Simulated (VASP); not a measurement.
InSb3: single point with PBE

Crystal: InSb3.

```
CELL_PARAMETERS angstrom
4.71759 -0.05608 -0.05608
-0.05608 4.71759 -0.05608
-0.05608 -0.05608 4.71759
ATOMIC_POSITIONS crystal
In 0.00000 0.00000 0.00000
Sb 0.50000 0.00000 0.50000
Sb 0.00000 0.50000 0.50000
Sb 0.50000 0.50000 0.00000
```

| Property | Result |
| --- | --- |
| Program | VASP 6.6.1 |
| Task | single point |
| Functional | PBE |
| Potentials or basis | VASP PAW PBE potentials, release 64 (In_d, Sb) |
| Cutoff | 520 eV |
| k mesh | 8 × 8 × 8 |
| Occupations | gaussian, width 0.15 eV |
| Spin | no spin polarisation |
| Dipole correction | no |
| Further INCAR settings | ALGO = Normal; EDIFF = 1e-07; NBANDS = 22 |

```
Pressure               : 3.6 GPa
Band gap on the k mesh : zero (bands 14 and 15 overlap by 4.70 eV)
```

Stress tensor (GPa, compression positive):
```
3.57 0.53 0.53
0.53 3.57 0.53
0.53 0.53 3.57
```

Levels at points of the mesh, in eV from the Fermi level:
```tsv
k point	band 10	band 11	band 12	band 13	band 14	band 15	band 16	band 17	band 18	band 19
(0.00, 0.00, 0.00)	-4.58	-4.48	-3.57	0.19	0.58	0.58	1.74	1.74	2.10	4.70
(0.50, 0.00, 0.00)	-3.18	-2.91	-2.33	-2.15	-1.19	-0.93	2.05	2.29	2.61	2.66
(0.50, 0.50, 0.00)	-2.51	-1.73	-1.63	-1.37	-1.25	-1.12	-0.28	1.01	3.42	3.87
(0.50, 0.50, 0.50)	-5.32	-5.32	-5.20	-4.89	3.58	3.58	3.90	4.05	4.05	6.59
```

It took 2.1 min on 1 thread of Intel Xeon 8259CL, with other jobs on the host, peak memory 0.3 GiB.

Caveat: the cell stands under pressure; spin-orbit coupling is left out, which moves the levels of the heavy elements.
